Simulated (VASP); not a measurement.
Set up this calculation in VASP 6.6.1, as the native input.

```yaml
Task: single point
Functional: r2SCAN
Potentials_or_basis: VASP PAW PBE potentials, release 64 (Ag)
Cutoff: 520 eV
k_mesh: 22 × 22 × 22
Occupations: gaussian, width 0.15 eV
Spin: no spin polarisation
Dipole_correction: no
Further_INCAR_settings: ALGO = Normal; EDIFF = 1e-06; NBANDS = 12
```

Crystal: Ag.

```xyz
1
Lattice="-2.2247 1.7013 1.7013 1.7013 -2.2247 1.7013 1.7013 1.7013 -2.2247" Properties=species:S:1:pos:R:3 pbc="T T T"
Ag    0.0000    0.0000    0.0000
```

This cell differs from its parent crystal: ratio of the length along [111] to the lengths across it x 0.6, volume and fractional coordinates fixed.

The input as run:

POSCAR

```
Ag
1.0
   -2.2247275258      1.7012622256      1.7012622256
    1.7012622256     -2.2247275258      1.7012622256
    1.7012622256      1.7012622256     -2.2247275258
Ag
1
Direct
    0.0000000000      0.0000000000      0.0000000000
```

INCAR.step1

```
SYSTEM = Ag
PREC = Accurate
ENCUT = 520
ISMEAR = 0
SIGMA = 0.15
LREAL = .FALSE.
LASPH = .TRUE.
NELM = 60
NBANDS = 12
GGA = PE
ALGO = Normal
EDIFF = 1E-4
LWAVE = .TRUE.
LCHARG = .FALSE.
```

INCAR.step2

```
SYSTEM = Ag
PREC = Accurate
ENCUT = 520
EDIFF = 1E-6
ISMEAR = 0
SIGMA = 0.15
LREAL = .FALSE.
LASPH = .TRUE.
NELM = 60
ALGO = Normal
ISIF = 2
LWAVE = .FALSE.
LCHARG = .FALSE.
METAGGA = R2SCAN
LMIXTAU = .TRUE.
NBANDS = 12
ISTART = 1
```

KPOINTS

```
regular mesh
0
G
  22 22 22
  0 0 0
```

Potentials or basis: VASP PAW PBE potentials, release 64 (Ag).

Launch:

```bash
$ cat potpaw_PBE.64/Ag/POTCAR > POTCAR
$ cp INCAR.step1 INCAR
$ mpirun -np 1 vasp_std > vasp.out
$ cp INCAR.step2 INCAR
$ mpirun -np 1 vasp_std > vasp.out
```

Results of the run:

The pressure is 70.0 GPa. The band gap on the k mesh is zero (an odd number of electrons rules out a gap without spin polarisation).

Caveat: the cell stands under pressure; the PAW data sets were made with another functional, which shifts forces and pressure a little.

Wall time 3 min on 1 thread of Intel(R) Xeon(R) 6975P-C (Granite Rapids) (shared host), peak memory 0.32 GiB.
